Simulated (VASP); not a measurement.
# Mg8HO8 (a cell with a defect) in VASP: single point with PBE

Aim: the single point of Mg8HO8 (a cell with a defect) with PBE.

Everything below comes from runs of VASP 6.6.1. Logs are shortened: lines on timing, memory, paths and dates and some standing lists are left out, and cuts for length are marked.

**1. The cell of the first run**

The cell holds a defect, 17 atoms: a = 5.947 Å, b = 5.947 Å, c = 5.947 Å, α = 60.00°, β = 60.00°, γ = 60.00°.

**2. Single point, PBE, collinear spin**

Contents of INCAR:

```
PREC = Accurate
ENCUT = 520
EDIFF = 1E-6
ISMEAR = 0
SIGMA = 0.05
LREAL = Auto
LASPH = True
NELM = 150
ALGO = Normal
ISIF = 2
LWAVE = False
LCHARG = True
ISPIN = 2
MAGMOM = 0 0 0 0 0 0 0 0 0 0 0.09 0 0.09 0 0.09 0.09 0.32
LORBIT = 11
GGA = PE
LELF = True
LVHAR = True
NBANDS = 50
```

Contents of KPOINTS:

```
Automatic mesh
0
Gamma
  2 2 2
```

Contents of POSCAR:

```
Mg8HO8
1.0
    0.0000000000      4.2052000000      4.2052000000
    4.2052000000      0.0000000000      4.2052000000
    4.2052000000      4.2052000000      0.0000000000
Mg O H
8 8 1
Direct
   -0.0041187102     -0.0032502616      0.0038678303
   -0.0042484305     -0.0034334871      0.5078351803
    0.0031708361      0.4944842100      0.0020087035
    0.0163969609      0.4904438552      0.4995792115
    0.4941263198      0.0037612955      0.0019449729
    0.4891171645      0.0178601493      0.4996241558
    0.5042629364      0.5051425616     -0.0075714591
    0.5036747360      0.5045441358      0.4986599924
    0.2490188338      0.2498183202      0.2518966993
    0.2490467754      0.2500272282      0.7539193142
    0.2457443166      0.7483242176      0.2546787311
    0.2408789118      0.7535931704      0.7546910967
    0.7475152193      0.2463973176      0.2547465043
    0.7526538571      0.2417982498      0.7546649386
    0.7544636403      0.7548179635      0.2195104870
    0.7520542424      0.7527017740      0.7687409636
    0.6618792210      0.6641209693      0.5743414106
```

Potentials or basis: VASP PAW PBE potentials, release 64 (Mg, O, H).

The run is started by

```bash
$ cat potpaw_PBE.64/Mg/POTCAR potpaw_PBE.64/O/POTCAR potpaw_PBE.64/H/POTCAR > POTCAR
$ mpirun -np 1 vasp_std > vasp.out
```

OUTCAR:

```text
PREC = Accurate
   ENCUT = 520
   EDIFF = 1E-6
   ISMEAR = 0
   LREAL = Auto
   LASPH = True
   NELM = 150
   ISIF = 2
   ISPIN = 2
   LORBIT = 11
   GGA = PE

 ion  position               nearest neighbor table
   1  0.996  0.997  0.004-  15 2.04  12 2.07  14 2.07  13 2.10  11 2.11  10 2.13   2 2.95   6 2.97
                             5 2.97   4 2.97   3 2.97   7 2.97   7 2.97   3 2.98   5 2.98   4 2.98
   2  0.996  0.997  0.508-  16 2.05  12 2.07  14 2.07  13 2.11  11 2.11   9 2.13   1 2.95   5 2.96
                             3 2.96   8 2.97   8 2.97   6 2.97   4 2.97   4 2.98   6 2.98   3 2.98
   3  0.003  0.494  0.002-  15 2.01  16 2.04  10 2.07   9 2.08  12 2.09  13 2.12   5 2.92   4 2.96
                             8 2.96   2 2.96   7 2.96   1 2.97   1 2.98   7 2.98   2 2.98   8 2.99
   4  0.016  0.490  0.500-  17 1.75  10 2.05  11 2.05   9 2.05  14 2.16  16 2.23  15 2.28   6 2.81
                             8 2.94   7 2.96   3 2.96   1 2.97   2 2.97   2 2.98   1 2.98   3 2.99
   5  0.494  0.004  0.002-  15 2.01  16 2.04  10 2.07   9 2.09  14 2.09  11 2.12   3 2.92   2 2.96
                             6 2.96   8 2.96   7 2.96   1 2.97   1 2.98   7 2.98   8 2.99   2 2.99
   6  0.489  0.018  0.500-  17 1.74  10 2.05  13 2.05   9 2.05  12 2.16  16 2.24  15 2.28   4 2.81
                             8 2.94   7 2.96   5 2.96   1 2.97   2 2.97   2 2.98   1 2.98   5 2.99
   7  0.504  0.505  0.992-  17 2.04  16 2.09  14 2.11  12 2.11  11 2.13  13 2.13   9 2.15   8 2.94
                             6 2.96   4 2.96   5 2.96   3 2.96   1 2.97   1 2.97   3 2.98   5 2.98
   8  0.504  0.505  0.499-  17 1.93  11 2.11  13 2.11  15 2.11  14 2.12  12 2.12  10 2.14   6 2.94
                             4 2.94   7 2.94   5 2.96   3 2.96   2 2.97   2 2.97   3 2.99   5 2.99
   9  0.249  0.250  0.252-   6 2.05   4 2.05   3 2.08   5 2.09   2 2.13   7 2.15
  10  0.249  0.250  0.754-   6 2.05   4 2.05   3 2.07   5 2.07   1 2.13   8 2.14
  11  0.246  0.748  0.255-   4 2.05   1 2.11   2 2.11   8 2.11   5 2.12   7 2.13
  12  0.241  0.754  0.755-   2 2.07   1 2.07   3 2.09   7 2.11   8 2.12   6 2.16
  13  0.748  0.246  0.255-   6 2.05   1 2.10   2 2.11   8 2.11   3 2.12   7 2.13
  14  0.753  0.242  0.755-   2 2.07   1 2.07   5 2.09   7 2.11   8 2.12   4 2.16
  15  0.754  0.755  0.220-   3 2.01   5 2.01   1 2.04   8 2.11   4 2.28   6 2.28
  16  0.752  0.753  0.769-   5 2.04   3 2.04   2 2.05   7 2.09   4 2.23   6 2.24
  17  0.662  0.664  0.574-   6 1.74   4 1.75   8 1.93   7 2.04

  LATTYP: Found a face centered cubic cell.
 ALAT       =     8.4104000000

  Lattice vectors:

 A1 = (   0.0000000000,   4.2052000000,   4.2052000000)
 A2 = (   4.2052000000,   0.0000000000,   4.2052000000)
 A3 = (   4.2052000000,   4.2052000000,   0.0000000000)

Analysis of symmetry for initial positions (statically):
=====================================================================
 Subroutine PRICEL returns:
 Original cell was already a primitive cell.

 Routine SETGRP: Setting up the symmetry group for a
 face centered cubic supercell.

 Subroutine GETGRP returns: Found  1 space group operations
 (whereof  1 operations were pure point group operations)
 out of a pool of 48 trial point group operations.

The static configuration has the point symmetry C_1 .

Analysis of symmetry for dynamics (positions and initial velocities):
=====================================================================
 Subroutine PRICEL returns:
 Original cell was already a primitive cell.

 Routine SETGRP: Setting up the symmetry group for a
 face centered cubic supercell.

 Subroutine GETGRP returns: Found  1 space group operations
 (whereof  1 operations were pure point group operations)
 out of a pool of 48 trial point group operations.

The dynamic configuration has the point symmetry C_1 .

Analysis of structural, dynamic, and magnetic symmetry:
=====================================================================
 Subroutine PRICEL returns:
 Original cell was already a primitive cell.

 Routine SETGRP: Setting up the symmetry group for a
 face centered cubic supercell.

 Subroutine GETGRP returns: Found  1 space group operations
 (whereof  1 operations were pure point group operations)
 out of a pool of 48 trial point group operations.

The overall configuration has the point symmetry C_1 .

 Subroutine INISYM returns: Found  1 space group operations
 (whereof  1 operations are pure point group operations),
 and found     1 'primitive' translations

----------------------------------------------------------------------------------------

                                     Primitive cell

  volume of cell :     148.7270

  direct lattice vectors                    reciprocal lattice vectors
     0.000000000  4.205200000  4.205200000    -0.118900409  0.118900409  0.118900409
     4.205200000  0.000000000  4.205200000     0.118900409 -0.118900409  0.118900409
     4.205200000  4.205200000  0.000000000     0.118900409  0.118900409 -0.118900409

  length of vectors
     5.947050872  5.947050872  5.947050872     0.205941549  0.205941549  0.205941549

  position of ions in fractional coordinates (direct lattice)
     0.995881290  0.996749738  0.003867830
     0.995751570  0.996566513  0.507835180
     0.003170836  0.494484210  0.002008704
     0.016396961  0.490443855  0.499579211
[... 64 lines left out ...]
  0.000000  0.500000  0.000000      1.000000
  0.000000  0.000000  0.500000      1.000000
  0.500000  0.500000  0.500000      1.000000
  0.500000  0.500000  0.000000      1.000000
  0.000000  0.500000  0.500000      1.000000
  0.500000  0.000000  0.500000      1.000000
   k-points           NKPTS =      8   k-points in BZ     NKDIM =      8   number of bands    NBANDS=     50
   number of dos      NEDOS =    301   number of ions     NIONS =     17
   total plane-waves  NPLWV = 110592
   dimension x,y,z NGX =    48 NGY =   48 NGZ =   48
   dimension x,y,z NGXF=    96 NGYF=   96 NGZF=   96
   ions per type =               8   8   1
   NGX,Y,Z   is equivalent  to a cutoff of  13.42, 13.42, 13.42 a.u.
   NGXF,Y,Z  is equivalent  to a cutoff of  26.84, 26.84, 26.84 a.u.
 SYSTEM =  unknown system
   PREC   = accura    normal or accurate (medium, high low for compatibility)
   ISTART =      0    job   : 0-new  1-cont  2-samecut
   ICHARG =      2    charge: 1-file 2-atom 10-const
   ISPIN  =      2    spin polarized calculation?
   LNONCOLLINEAR =      F non collinear calculations
   LSORBIT =      F    spin-orbit coupling
   LASPH  =      T    aspherical Exc in radial PAW
   ENCUT  =  520.0 eV  38.22 Ry    6.18 a.u.  11.06 11.06 11.06*2*pi/ulx,y,z
   NELM   =    150;   NELMIN=  2; NELMDL= -5     # of ELM steps
   EDIFF  = 0.1E-05   stopping-criterion for ELM
   LREAL  =      T    real-space projection
   EDIFFG = 0.1E-04   stopping-criterion for IOM
   NSW    =      0    number of steps for IOM
   IBRION =     -1    ionic relax: 0-MD 1-quasi-New 2-CG
   NFREE  =      0    steps in history (QN), initial steepest desc. (CG)
   ISIF   =      2    stress and relaxation
   ISYM   =      2    0-nonsym 1-usesym 2-fastsym
   POTIM  = 0.5000    time-step for ionic-motion
   TEBEG  =    0.0;   TEEND  =   0.0 temperature during run
   PSTRESS=    0.0 pullay stress
   NELECT =      65.0000    total number of electrons
   NUPDOWN=      -1.0000    fix difference up-down
   EMIN   =  10.00;   EMAX   =-10.00  energy-range for DOS
   EFERMI =   0.00;   METHOD = LEGACY
   ISMEAR =     0;   SIGMA  =   0.05  broadening in eV -4-tet -1-fermi 0-gaus
   EFERMI_NEDOS =   21; number of points for ismear=-14 and -15
   IALGO  =     38    algorithm
   IMIX   =      4    mixing-type and parameters
     AMIX     =   0.40;   BMIX     =  1.00
     AMIX_MAG =   1.60;   BMIX_MAG =  1.00
  volume/ion in A,a.u.               =       8.75        59.04
  Fermi-wavevector in a.u.,A,eV,Ry     =   1.242365  2.347730 21.000204  1.543471
  Thomas-Fermi vector in A             =   2.376723
   LORBIT       =     11    0 simple, 1 ext, 2 COOP (PROOUT), +10 PAW based schemes
   GGA     = PE    functional components
   LHFCALC =     F    Hartree Fock is set to
   AEXX    =    0.0000 exact exchange contribution
   IVDW    =     0    specifies the selected vdW correction
   LEPSILON=     F    determine dielectric tensor
   LRPA    =     F    only Hartree local field effects (RPA)
 spin polarized calculation
 Gauss-broadening in eV      SIGMA  =   0.05
  energy-cutoff  :      520.00
  volume of cell :      148.73
 maximum number of plane-waves:      4015
 NGX is ok and might be reduce to    48
   NGX = 23   NGY = 23   NGZ = 23

 number of electron      65.0000003 magnetization       0.7500000

 Free energy of the ion-electron system (eV)
  ---------------------------------------------------
  ext. energy  EPLUGINS =         0.00000000
  ---------------------------------------------------
  free energy    TOTEN  =       -94.31239485 eV

  energy without entropy =      -94.30886523  energy(sigma->0) =      -94.31063004

 E-fermi :   6.5680     XC(G=0): -11.1906

 val. band max:        6.5669822241   @ k =   0.5000   0.0000   0.5000
 cond. band min:       6.5690286531   @ k =   0.0000   0.5000   0.5000
 fundamental gap:      0.0020464291
 Fermi energy:         6.5680187902

 spin component 1

 k-point     1 :       0.0000    0.0000    0.0000
  band No.  band energies     occupation
      1     -14.1074      1.00000
      2     -12.9159      1.00000
      3     -12.8096      1.00000
      4     -12.6982      1.00000
      5     -12.6853      1.00000
      6     -12.5450      1.00000
[... 365 lines left out ...]
     43      14.7384      0.00000
     44      14.9044      0.00000
 Fermi energy:         6.5680187902

 spin component 2

 k-point     1 :       0.0000    0.0000    0.0000
  band No.  band energies     occupation
      1     -14.0368      1.00000
      2     -12.8395      1.00000
      3     -12.7661      1.00000
      4     -12.6661      1.00000
      5     -12.6587      1.00000
      6     -12.3922      1.00000
[... 365 lines left out ...]
     43      14.7603      0.00000
     44      14.9211      0.00000
 [bands above 44 left out]

------------------------ aborting loop because EDIFF is reached ----------------------------------------

  FORCE on cell =-STRESS in cart. coord.  units (eV):
  Direction    XX          YY          ZZ          XY          YZ          ZX
  --------------------------------------------------------------------------------------
  -------------------------------------------------------------------------------------
  Total       11.7380761     11.7057443      9.4356432     -0.0712830      0.0245979      0.0223631
  in kB      126.4496239    126.1013257    101.6464301     -0.7679039      0.2649835      0.2409085
  external PRESSURE =     118.0657932 kB  Pullay stress =       0.0000000 kB

 VOLUME and BASIS-vectors are now :
 -----------------------------------------------------------------------------
  energy-cutoff  :      520.00
  volume of cell :      148.73
      direct lattice vectors                 reciprocal lattice vectors
     0.000000000  4.205200000  4.205200000    -0.118900409  0.118900409  0.118900409
     4.205200000  0.000000000  4.205200000     0.118900409 -0.118900409  0.118900409
     4.205200000  4.205200000  0.000000000     0.118900409  0.118900409 -0.118900409

 POSITION                                       TOTAL-FORCE (eV/Angst)
 -----------------------------------------------------------------------------------
      4.20780      4.20414      8.37941         0.004691      0.008577      0.042943
      6.32631      6.32288      8.37810        -0.023683     -0.021569      0.044952
      2.08785      0.02178      2.09274         0.065390     -0.062681      0.031241
      4.16325      2.16978      2.13137         0.039556     -0.069446      0.032119
      0.02400      2.08608      2.09372        -0.055157      0.056710      0.023145
      2.17612      4.15786      2.13194        -0.065525      0.035724      0.036266
[... 9 lines left out ...]
      6.39797      6.39525      6.32780        -0.169827     -0.170159      0.192521
      5.20798      5.19856      5.57610         0.054214      0.083711     -0.635212
 -----------------------------------------------------------------------------------
    total drift:                                0.008317      0.006940     -0.002467

  FREE ENERGIE OF THE ION-ELECTRON SYSTEM (eV)
  ---------------------------------------------------
  free  energy   TOTEN  =       -94.3123948483 eV

  energy  without entropy=      -94.3088652338  energy(sigma->0) =      -94.31063004

 total charge

# of ion       s       p       d       tot
------------------------------------------
    1        0.152   0.187   0.085   0.423
    2        0.151   0.186   0.084   0.421
    3        0.155   0.193   0.089   0.437
    4        0.155   0.189   0.085   0.428
    5        0.155   0.193   0.089   0.437
    6        0.155   0.189   0.085   0.429
[... 9 lines left out ...]
   16        1.558   3.540   0.000   5.098
   17        0.558   0.019   0.000   0.577
--------------------------------------------------
tot         14.162  29.980   0.676  44.817

 magnetization (x)

# of ion       s       p       d       tot
------------------------------------------
    1       -0.000   0.000   0.000   0.001
    2       -0.000   0.000   0.000   0.001
    3        0.000   0.001   0.001   0.003
    4        0.001   0.003   0.003   0.007
    5        0.000   0.001   0.001   0.003
    6        0.001   0.003   0.003   0.007
[... 9 lines left out ...]
   16        0.008   0.095   0.000   0.103
   17        0.208   0.001   0.000   0.209
--------------------------------------------------
tot          0.233   0.323   0.012   0.569
```

It took 5 min on 1 thread of Intel Xeon Platinum 8259CL at 2.50GHz (Skylake/Cascade Lake), shared host; peak memory 0.43 GiB.

What came out:

```
Free energy                                           : -94.3124 eV
Pressure                                              : 11.8 GPa
Largest force                                         : 0.643 eV/Å
Net moment                                            : 0.75 μB per cell
Site moments                                          : Mg +0.00, +0.01, -0.00 (each value once); O -0.00, +0.05, +0.13, +0.10 (each value once); H +0.21 μB
Valence electrons inside the program's atomic spheres : Mg 0.42, 0.44, 0.43, 0.40, 0.41 (each value once); O 5.12, 5.11, 5.09, 5.10 (each value once); H 0.58
```

Forces in eV/Å, atoms in the order of the input:
```
Mg   0.005  0.009  0.043
Mg  -0.024 -0.022  0.045
Mg   0.065 -0.063  0.031
Mg   0.040 -0.069  0.032
Mg  -0.055  0.057  0.023
Mg  -0.066  0.036  0.036
Mg   0.026  0.025 -0.033
Mg  -0.034 -0.035 -0.039
O   -0.002 -0.002  0.029
O   -0.029 -0.025  0.031
O   -0.004 -0.010  0.046
O   -0.003 -0.042  0.018
O   -0.009 -0.007  0.048
O   -0.040 -0.005  0.024
O    0.244  0.241  0.108
O   -0.170 -0.170  0.193
H    0.054  0.084 -0.635
```

Stress tensor (GPa, compression positive):
```
12.64 -0.08  0.02
-0.08 12.61  0.03
 0.02  0.03 10.16
```

Levels at points of the mesh, in eV from the Fermi level:
Spin up:
| k point | band 31 | band 32 | band 33 | band 34 | band 35 | band 36 |
| --- | --- | --- | --- | --- | --- | --- |
| (0.00, 0.00, 0.00) | -3.32 | -3.32 | -1.66 | 1.99 | 4.55 | 4.60 |
| (0.50, 0.00, 0.00) | -3.63 | -3.61 | -0.73 | 3.76 | 4.54 | 6.04 |
| (0.00, 0.50, 0.00) | -3.63 | -3.61 | -0.74 | 3.76 | 4.54 | 6.04 |
| (0.00, 0.00, 0.50) | -3.63 | -3.63 | -0.12 | 3.81 | 4.32 | 6.18 |
| (0.50, 0.50, 0.50) | -3.64 | -3.64 | -0.24 | 3.79 | 4.38 | 6.14 |
| (0.50, 0.50, 0.00) | -3.91 | -3.87 | -0.29 | 4.71 | 5.18 | 6.03 |
| (0.00, 0.50, 0.50) | -3.95 | -3.87 | 0.00 | 4.74 | 5.13 | 5.98 |
| (0.50, 0.00, 0.50) | -3.95 | -3.87 | 0.00 | 4.74 | 5.13 | 5.98 |
Spin down:
```tsv
k point	band 29	band 30	band 31	band 32	band 33	band 34	band 35	band 36
(0.00, 0.00, 0.00)	-3.87	-3.25	-3.24	-3.19	-0.60	2.10	4.58	4.62
(0.50, 0.00, 0.00)	-3.70	-3.67	-3.52	-3.42	0.34	3.78	4.61	6.10
(0.00, 0.50, 0.00)	-3.70	-3.67	-3.52	-3.42	0.33	3.78	4.61	6.10
(0.00, 0.00, 0.50)	-3.66	-3.63	-3.56	-3.52	0.95	3.84	4.39	6.23
(0.50, 0.50, 0.50)	-3.66	-3.64	-3.55	-3.52	0.82	3.82	4.45	6.19
(0.50, 0.50, 0.00)	-3.96	-3.85	-3.82	-3.68	0.80	4.75	5.22	6.07
(0.00, 0.50, 0.50)	-3.97	-3.88	-3.82	-3.76	1.09	4.78	5.16	6.03
(0.50, 0.00, 0.50)	-3.97	-3.88	-3.82	-3.76	1.09	4.78	5.16	6.03
```

Caveat: the k points lie up to 0.65 Å⁻¹ apart; a moment this small can come from the mesh or the smearing.
